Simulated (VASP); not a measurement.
Write the native input for VASP 6.6.1 that does the following.

| Quantity | Value |
| --- | --- |
| Task | relaxation of shape and atoms at fixed volume |
| Functional | PBE |
| Dispersion | D3(BJ) |
| Potentials or basis | VASP PAW PBE potentials, release 64 (C) |
| Cutoff | 600 eV |
| k mesh | 18 × 18 × 12 |
| Occupations | gaussian, width 0.1 eV |
| Spin | no spin polarisation |
| Dipole correction | no |
| Further INCAR settings | ALGO = Normal; EDIFF = 1e-07; IBRION = 2; EDIFFG = -0.01; NSW = 50; ISIF = 4 |

The structure of C lies in POSCAR:

```
C
1.0
    2.4901646337      0.0000000000      0.0000000000
   -1.2450823168      2.1565458324      0.0000000000
    0.0000000000      0.0000000000      3.7046427797
C
2
Direct
    0.3333333333      0.6666666667      0.0000000000
    0.6666666667      0.3333333333      0.0000000000
```

This cell differs from its parent crystal: volume scaled by 1.06.

One way to write it, as run:

INCAR

```
PREC = Accurate
ENCUT = 600
EDIFF = 1E-7
ISMEAR = 0
SIGMA = 0.1
LREAL = F
LASPH = T
NELM = 100
ALGO = Normal
ISIF = 4
LWAVE = F
LCHARG = F
GGA = PE
IVDW = 12
IBRION = 2
NSW = 50
EDIFFG = -0.01
```

KPOINTS

```
regular mesh
0
Gamma
  18 18 12
```

Potentials or basis: VASP PAW PBE potentials, release 64 (C).

Launch:

```sh
$ cat potpaw_PBE.64/C/POTCAR > POTCAR
$ mpirun -np 1 vasp_std > vasp.out
```

It gave:

```yaml
Energy_gained_by_relaxing: 5.5 meV/atom
Ionic_steps: 3
Pressure_after_relaxing: -1.4 GPa
Band_gap_on_the_k_mesh: zero (band 4 reaches 4.03 eV, above the bottom of band 5 at 3.38 eV)
Dispersion_energy_per_atom: -0.136 eV
```

Wall time 2.3 min on 1 thread of Intel Xeon 8259CL (shared host), peak memory 0.17 GiB.
